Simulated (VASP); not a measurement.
# CO2 (Pbca) in VASP: a series of runs

CO2 is run at these levels: PBE; tasks: single point.

Program: VASP 6.6.1. These are calculated values, not measurements. Logs are shortened: lines on timing, memory, paths and dates and some standing lists are left out, and cuts for length are marked.

## Step 1: The cell of the first run

The structure is orthorhombic, space group Pbca (No. 61). Conventional cell: a = 5.976 Å, b = 5.976 Å, c = 6.424 Å, α = 90.00°, β = 90.00°, γ = 90.00°. C (site symmetry -1) has 2 O at 1.18 Å within 1.6 Å. Within 1.6 Å of O (site symmetry 1) lie 1 C at 1.18 Å.

## Step 2: Single point, PBE (volume 19.117 Å^3 an atom, c/a of the conventional cell 1.0750)

INCAR reads:

```
ALGO = Normal
EDIFF = 1E-6
ENCUT = 520
GGA = PE
ISIF = 2
ISMEAR = 0
LASPH = True
LCHARG = False
LREAL = False
LWAVE = False
NBANDS = 44
NELM = 60
PREC = Accurate
SIGMA = 0.05
```

KPOINTS reads:

```
k-points
0
Gamma
  4 4 4
```

POSCAR reads:

```
CO2
1.0
    5.9758199981      0.0000000000      0.0000000000
    0.0000000000      5.9758199981      0.0000000000
    0.0000000000      0.0000000000      6.4240064980
C O
4 8
Direct
    0.0000000000      0.0000000000      0.0000000000
    0.5000000000      0.0000000000      0.5000000000
    0.5000000000      0.5000000000      0.0000000000
    0.0000000000      0.5000000000      0.5000000000
    0.1114834447      0.1114834447      0.1114834447
    0.3885165553      0.8885165553      0.6114834447
    0.6114834447      0.3885165553      0.8885165553
    0.8885165553      0.6114834447      0.3885165553
    0.8885165553      0.8885165553      0.8885165553
    0.6114834447      0.1114834447      0.3885165553
    0.3885165553      0.6114834447      0.1114834447
    0.1114834447      0.3885165553      0.6114834447
```

Potentials or basis: VASP PAW PBE potentials, release 64 (C, O).

Launch:

```console
> cat potpaw_PBE.64/C/POTCAR potpaw_PBE.64/O/POTCAR > POTCAR
> mpirun -np 1 vasp_std > vasp.out
```

OUTCAR:

```text
EDIFF = 1E-6
   ENCUT = 520
   GGA = PE
   ISIF = 2
   ISMEAR = 0
   LASPH = True
   LREAL = False
   NELM = 60
   PREC = Accurate

 ion  position               nearest neighbor table
   1  0.000  0.000  0.000-   5 1.18   9 1.18
   2  0.500  0.000  0.500-   6 1.18  10 1.18
   3  0.500  0.500  0.000-   7 1.18  11 1.18
   4  0.000  0.500  0.500-   8 1.18  12 1.18
   5  0.111  0.111  0.111-   1 1.18
   6  0.389  0.889  0.611-   2 1.18
   7  0.611  0.389  0.889-   3 1.18
   8  0.889  0.611  0.389-   4 1.18
   9  0.889  0.889  0.889-   1 1.18
  10  0.611  0.111  0.389-   2 1.18
  11  0.389  0.611  0.111-   3 1.18
  12  0.111  0.389  0.611-   4 1.18

  LATTYP: Found a simple tetragonal cell.
 ALAT       =     5.9758199981
 C/A-ratio  =     1.0750000000

  Lattice vectors:

 A1 = (   5.9758199981,   0.0000000000,   0.0000000000)
 A2 = (   0.0000000000,   5.9758199981,   0.0000000000)
 A3 = (   0.0000000000,   0.0000000000,   6.4240064980)

Analysis of symmetry for initial positions (statically):
=====================================================================
 Subroutine PRICEL returns:
 Original cell was already a primitive cell.

 Routine SETGRP: Setting up the symmetry group for a
 simple tetragonal supercell.

 Subroutine GETGRP returns: Found  8 space group operations
 (whereof  2 operations were pure point group operations)
 out of a pool of 16 trial point group operations.

The static configuration has the point symmetry S_2 .
 The point group associated with its full space group is D_2h.

Analysis of symmetry for dynamics (positions and initial velocities):
=====================================================================
 Subroutine PRICEL returns:
 Original cell was already a primitive cell.

 Routine SETGRP: Setting up the symmetry group for a
 simple tetragonal supercell.

 Subroutine GETGRP returns: Found  8 space group operations
 (whereof  2 operations were pure point group operations)
 out of a pool of 16 trial point group operations.

The dynamic configuration has the point symmetry S_2 .
 The point group associated with its full space group is D_2h.

 Subroutine INISYM returns: Found  8 space group operations
 (whereof  2 operations are pure point group operations),
 and found     1 'primitive' translations

[... 117 lines left out ...]
   NSW    =      0    number of steps for IOM
   IBRION =     -1    ionic relax: 0-MD 1-quasi-New 2-CG
   NFREE  =      0    steps in history (QN), initial steepest desc. (CG)
   ISIF   =      2    stress and relaxation
   ISYM   =      2    0-nonsym 1-usesym 2-fastsym
   POTIM  = 0.5000    time-step for ionic-motion
   TEBEG  =    0.0;   TEEND  =   0.0 temperature during run
   PSTRESS=    0.0 pullay stress
   NELECT =      64.0000    total number of electrons
   NUPDOWN=      -1.0000    fix difference up-down
   EMIN   =  10.00;   EMAX   =-10.00  energy-range for DOS
   EFERMI =   0.00;   METHOD = LEGACY
   ISMEAR =     0;   SIGMA  =   0.05  broadening in eV -4-tet -1-fermi 0-gaus
   EFERMI_NEDOS =   21; number of points for ismear=-14 and -15
   IALGO  =     38    algorithm
   IMIX   =      4    mixing-type and parameters
     AMIX     =   0.40;   BMIX     =  1.00
     AMIX_MAG =   1.60;   BMIX_MAG =  1.00
  volume/ion in A,a.u.               =      19.12       129.01
  Fermi-wavevector in a.u.,A,eV,Ry     =   1.069714  2.021467 15.568995  1.144289
  Thomas-Fermi vector in A             =   2.205402
   LORBIT       =      0    0 simple, 1 ext, 2 COOP (PROOUT), +10 PAW based schemes
   GGA     = PE    functional components
   LHFCALC =     F    Hartree Fock is set to
   AEXX    =    0.0000 exact exchange contribution
   IVDW    =     0    specifies the selected vdW correction
   LEPSILON=     F    determine dielectric tensor
   LRPA    =     F    only Hartree local field effects (RPA)
 non-spin polarized calculation
 Gauss-broadening in eV      SIGMA  =   0.05
  energy-cutoff  :      520.00
  volume of cell :      229.40
 maximum number of plane-waves:      6256
 NGX is ok and might be reduce to    48
   NGX = 23   NGY = 23   NGZ = 23

 number of electron      64.0000018 magnetization

 Free energy of the ion-electron system (eV)
  ---------------------------------------------------
  ext. energy  EPLUGINS =         0.00000000
  ---------------------------------------------------
  free energy    TOTEN  =       -92.25093685 eV

  energy without entropy =      -92.25093685  energy(sigma->0) =      -92.25093685

 E-fermi :  -4.6223     XC(G=0):  -6.7707

 val. band max:       -4.8985207567   @ k =   0.0000   0.0000   0.0000
 cond. band min:       1.5660997474   @ k =   0.0000   0.0000   0.0000
 fundamental gap:      6.4646205041
 Fermi energy:        -4.6223280241

 k-point     1 :       0.0000    0.0000    0.0000
  band No.  band energies     occupation
      1     -25.1391      2.00000
      2     -25.0687      2.00000
      3     -25.0547      2.00000
      4     -25.0529      2.00000
      5     -24.0916      2.00000
      6     -24.0809      2.00000
[... 1117 lines left out ...]
     43       4.7915      0.00000
     44       4.7915      0.00000

 [... further k-points ...]
[... 5 lines left out ...]
  --------------------------------------------------------------------------------------
  -------------------------------------------------------------------------------------
  Total       -2.5080083     -2.4741425     -3.1527615      0.0000000      0.0000000      0.0000000
  in kB      -17.5161465    -17.2796249    -22.0191584      0.0000000      0.0000000      0.0000000
  external PRESSURE =     -18.9383100 kB  Pullay stress =       0.0000000 kB

 VOLUME and BASIS-vectors are now :
 -----------------------------------------------------------------------------
  energy-cutoff  :      520.00
  volume of cell :      229.40
      direct lattice vectors                 reciprocal lattice vectors
     5.975819998  0.000000000  0.000000000     0.167341051  0.000000000  0.000000000
     0.000000000  5.975819998  0.000000000     0.000000000  0.167341051  0.000000000
     0.000000000  0.000000000  6.424006498     0.000000000  0.000000000  0.155666094

 POSITION                                       TOTAL-FORCE (eV/Angst)
 -----------------------------------------------------------------------------------
      0.00000      0.00000      0.00000         0.000000      0.000000      0.000000
      2.98791      0.00000      3.21200         0.000000      0.000000      0.000000
      2.98791      2.98791      0.00000         0.000000      0.000000      0.000000
      0.00000      2.98791      3.21200         0.000000      0.000000      0.000000
      0.66620      0.66620      0.71617        -0.424456     -0.415668     -0.463216
      2.32171      5.30961      3.92817         0.424456      0.415668     -0.463216
      3.65411      2.32171      5.70784        -0.424456      0.415668      0.463216
      5.30961      3.65411      2.49583         0.424456     -0.415668      0.463216
      5.30961      5.30961      5.70784         0.424456      0.415668      0.463216
      3.65411      0.66620      2.49583        -0.424456     -0.415668      0.463216
      2.32171      3.65411      0.71617         0.424456     -0.415668     -0.463216
      0.66620      2.32171      3.92817        -0.424456      0.415668     -0.463216
 -----------------------------------------------------------------------------------
    total drift:                                0.000000      0.000000      0.000000

  FREE ENERGIE OF THE ION-ELECTRON SYSTEM (eV)
  ---------------------------------------------------
  free  energy   TOTEN  =       -92.2509368492 eV

  energy  without entropy=      -92.2509368492  energy(sigma->0) =      -92.25093685
```

OSZICAR:

```text
N       E                     dE             d eps       ncg     rms          rms(c)
DAV:   1     0.448547971959E+03    0.44855E+03   -0.31755E+04  2384   0.128E+03
DAV:   2    -0.588326499952E+02   -0.50738E+03   -0.49360E+03  3168   0.310E+02
DAV:   3    -0.979760287961E+02   -0.39143E+02   -0.38873E+02  2852   0.917E+01
DAV:   4    -0.985335223841E+02   -0.55749E+00   -0.55431E+00  2788   0.120E+01
DAV:   5    -0.985436806232E+02   -0.10158E-01   -0.10151E-01  2728   0.158E+00    0.187E+01
DAV:   6    -0.927718641624E+02    0.57718E+01   -0.18753E+01  2720   0.225E+01    0.858E+00
DAV:   7    -0.923753302068E+02    0.39653E+00   -0.10896E+00  2704   0.563E+00    0.485E+00
DAV:   8    -0.922660867288E+02    0.10924E+00   -0.72097E-01  2696   0.383E+00    0.105E+00
DAV:   9    -0.922499714035E+02    0.16115E-01   -0.51778E-02  2568   0.126E+00    0.422E-01
DAV:  10    -0.922506261650E+02   -0.65476E-03   -0.11548E-02  2796   0.487E-01    0.806E-02
DAV:  11    -0.922508774434E+02   -0.25128E-03   -0.29425E-04  2648   0.952E-02    0.338E-02
DAV:  12    -0.922509366398E+02   -0.59196E-04   -0.50301E-05  2732   0.388E-02    0.599E-03
DAV:  13    -0.922509368492E+02   -0.20934E-06   -0.18470E-06  1920   0.803E-03
   1 F= -.92250937E+02 E0= -.92250937E+02  d E =-.255334E-16
```

stdout:

```text
POSCAR found type information on POSCAR C O
 POSCAR found :  2 types and      12 ions
 scaLAPACK will be used
 LDA part: xc-table for (Slater+PW92), standard interpolation
 POSCAR, INCAR and KPOINTS ok, starting setup
 FFT: planning ... GRIDC
 FFT: planning ... GRID_SOFT
 FFT: planning ... GRID
 WAVECAR not read
 entering main loop
```

It took 3 min on 1 thread of Oxide Virtual Turin-like, shared host; peak memory 0.4 GiB.

Results:

| Item | Value |
| --- | --- |
| Free energy | -92.2509 eV |
| Pressure | -1.9 GPa |
| Largest force | 0.753 eV/Å |
| Band gap on the k mesh | 6.46 eV, direct |

Forces on the atoms (eV/Å):
```
C    0.000  0.000  0.000
C    0.000  0.000  0.000
C    0.000  0.000  0.000
C    0.000  0.000  0.000
O   -0.424 -0.416 -0.463
O    0.424  0.416 -0.463
O   -0.424  0.416  0.463
O    0.424 -0.416  0.463
O    0.424  0.416  0.463
O   -0.424 -0.416  0.463
O    0.424 -0.416 -0.463
O   -0.424  0.416 -0.463
```

Stress tensor (GPa, compression positive):
```
-1.75  0.00  0.00
 0.00 -1.73  0.00
 0.00  0.00 -2.20
```

## Step 3: Single point, PBE (volume 19.710 Å^3 an atom, c/a of the conventional cell 1.0750)

INCAR reads:

```
SYSTEM = CO2
PREC = Accurate ; ENCUT = 520
EDIFF = 1E-7 ; ISMEAR = 0
SIGMA = 0.05 ; LREAL = .False.
LASPH = .True. ; NELM = 60
ALGO = Normal ; ISIF = 2
LWAVE = .False. ; LCHARG = .False.
GGA = PE ; NBANDS = 44
```

KPOINTS reads:

```
regular mesh
0
Gamma
  4 4 4
  0 0 0
```

Edit POSCAR of step 2 so:

```diff
@@ -2,5 +2,5 @@
 1.0
-    5.9758199981      0.0000000000      0.0000000000
-    0.0000000000      5.9758199981      0.0000000000
-    0.0000000000      0.0000000000      6.4240064980
+    6.0369809028      0.0000000000      0.0000000000
+    0.0000000000      6.0369809028      0.0000000000
+    0.0000000000      0.0000000000      6.4897544706
 C O
```

Potentials or basis: VASP PAW PBE potentials, release 64 (C, O).

Launch:

```console
> cat potpaw_PBE.64/C/POTCAR potpaw_PBE.64/O/POTCAR > POTCAR
> mpirun -np 1 vasp_std > vasp.out
```

Wall time 3.7 min (1 thread of Oxide Virtual Turin-like, shared host); peak memory 0.39 GiB.

It converged, with:

```yaml
Free_energy: -92.1204 eV
Pressure: -4.3 GPa
Largest_force: 1.869 eV/Å
Band_gap_on_the_k_mesh: 6.37 eV, direct
```

Forces on the atoms (eV/Å):
```
C    0.000  0.000  0.000
C    0.000  0.000  0.000
C    0.000  0.000  0.000
C    0.000  0.000  0.000
O   -1.053 -1.045 -1.138
O    1.053  1.045 -1.138
O   -1.053  1.045  1.138
O    1.053 -1.045  1.138
O    1.053  1.045  1.138
O   -1.053 -1.045  1.138
O    1.053 -1.045 -1.138
O   -1.053  1.045 -1.138
```

Stress tensor (GPa, compression positive):
```
-4.05  0.00  0.00
 0.00 -4.03  0.00
 0.00  0.00 -4.83
```

Levels at points of the mesh, in eV from the valence-band top:
```csv
k point,band 28,band 29,band 30,band 31,band 32,band 33,band 34,band 35,band 36,band 37
"(0.00, 0.00, 0.00)",-0.15,-0.13,-0.12,-0.08,0.00,6.37,7.70,7.77,7.81,7.83
"(0.50, 0.00, 0.00)",-0.21,-0.18,-0.18,-0.09,-0.09,7.65,7.65,7.75,7.75,7.88
"(0.00, 0.50, 0.00)",-0.21,-0.18,-0.18,-0.08,-0.08,7.66,7.66,7.69,7.69,7.92
"(0.50, 0.50, 0.00)",-0.21,-0.17,-0.17,-0.17,-0.17,7.70,7.70,7.70,7.70,8.14
"(0.00, 0.00, 0.50)",-0.22,-0.20,-0.20,-0.06,-0.06,7.49,7.49,7.71,7.71,7.88
"(0.50, 0.00, 0.50)",-0.22,-0.17,-0.17,-0.17,-0.17,7.72,7.72,7.72,7.72,8.10
"(0.00, 0.50, 0.50)",-0.21,-0.17,-0.17,-0.17,-0.17,7.70,7.70,7.70,7.70,8.11
"(0.50, 0.50, 0.50)",-0.23,-0.17,-0.17,-0.17,-0.17,7.73,7.73,7.73,7.73,8.24
```

Caveat: forces of over 1 eV/Å act on the atoms, so gaps and moduli don't describe the material at rest. A k mesh can miss the band edges.

## Step 4: Single point, PBE (volume 19.710 Å^3 an atom, c/a of the conventional cell 0.8864)

INCAR reads:

```
ALGO = Normal
EDIFF = 1E-7
ENCUT = 520
GGA = PE
ISIF = 2
ISMEAR = 0
LASPH = T
LCHARG = T
LELF = T
LREAL = F
LVHAR = T
LWAVE = F
NBANDS = 44
NELM = 80
PREC = Accurate
SIGMA = 0.05
```

KPOINTS reads:

```
k-points
0
Gamma
  4 4 4
```

Edit POSCAR of step 3 so:

```diff
@@ -2,5 +2,5 @@
 1.0
-    6.0369809028      0.0000000000      0.0000000000
-    0.0000000000      6.0369809028      0.0000000000
-    0.0000000000      0.0000000000      6.4897544706
+    6.4379268976      0.0000000000      0.0000000000
+    0.0000000000      6.4379268976      0.0000000000
+    0.0000000000      0.0000000000      5.7065784020
 C O
```

Launch:

```console
> cat potpaw_PBE.64/C/POTCAR potpaw_PBE.64/O/POTCAR > POTCAR
> mpirun -np 1 vasp_std > vasp.out
```

Wall time 4.2 min (1 thread of Oxide Virtual Turin-like, shared host); peak memory 0.37 GiB.

Results (log left out):

- Free energy: -92.0724 eV
- Pressure: -4.7 GPa
- Largest force: 2.079 eV/Å
- Band gap on the k mesh: 6.32 eV, direct

Forces on the atoms (eV/Å):
```
C    0.000  0.000  0.000
C    0.000  0.000  0.000
C    0.000  0.000  0.000
C    0.000  0.000  0.000
O   -1.245 -1.257 -1.091
O    1.245  1.257 -1.091
O   -1.245  1.257  1.091
O    1.245 -1.257  1.091
O    1.245  1.257  1.091
O   -1.245 -1.257  1.091
O    1.245 -1.257 -1.091
O   -1.245  1.257 -1.091
```

Stress tensor (GPa, compression positive):
```
-5.21  0.00  0.00
 0.00 -5.15  0.00
 0.00  0.00 -3.85
```

Levels at points of the mesh, in eV from the valence-band top:
```csv
k point,band 29,band 30,band 31,band 32,band 33,band 34,band 35,band 36
"(0.00, 0.00, 0.00)",-0.15,-0.14,-0.14,0.00,6.32,7.63,7.67,7.73
"(0.50, 0.00, 0.00)",-0.21,-0.21,-0.08,-0.08,7.46,7.46,7.60,7.60
"(0.00, 0.50, 0.00)",-0.22,-0.22,-0.10,-0.10,7.46,7.46,7.69,7.69
"(0.50, 0.50, 0.00)",-0.22,-0.22,-0.22,-0.22,7.65,7.65,7.65,7.65
"(0.00, 0.00, 0.50)",-0.20,-0.20,-0.14,-0.14,7.66,7.66,7.73,7.73
"(0.50, 0.00, 0.50)",-0.18,-0.18,-0.18,-0.18,7.63,7.63,7.63,7.63
"(0.00, 0.50, 0.50)",-0.17,-0.17,-0.17,-0.17,7.66,7.66,7.66,7.66
"(0.50, 0.50, 0.50)",-0.16,-0.16,-0.16,-0.16,7.67,7.67,7.67,7.67
```

Caveat: forces of over 1 eV/Å act on the atoms, so gaps and moduli don't describe the material at rest. A k mesh can miss the band edges.

## Step 5: Overview

```csv
cell,gap on the mesh (eV),pressure (GPa),largest force (eV/Å)
"a = 5.976, b = 5.976, c = 6.424 Å, 12 atoms",6.46,-1.9,0.75
"a = 6.037, b = 6.037, c = 6.490 Å, 12 atoms",6.37,-4.3,1.87
"a = 6.438, b = 6.438, c = 5.707 Å, 12 atoms",6.32,-4.7,2.08
```

Alike in all rows: task single point; level PBE; potentials or basis VASP PAW PBE potentials, release 64 (C, O); no spin polarisation; k mesh 4 × 4 × 4; cutoff (eV) 520; smearing gaussian 0.05 eV.

Caveats: forces of over 1 eV/Å act on the atoms, so gaps and moduli don't describe the material at rest (some runs).

Absolute energies hang on the potentials; compare differences alone.
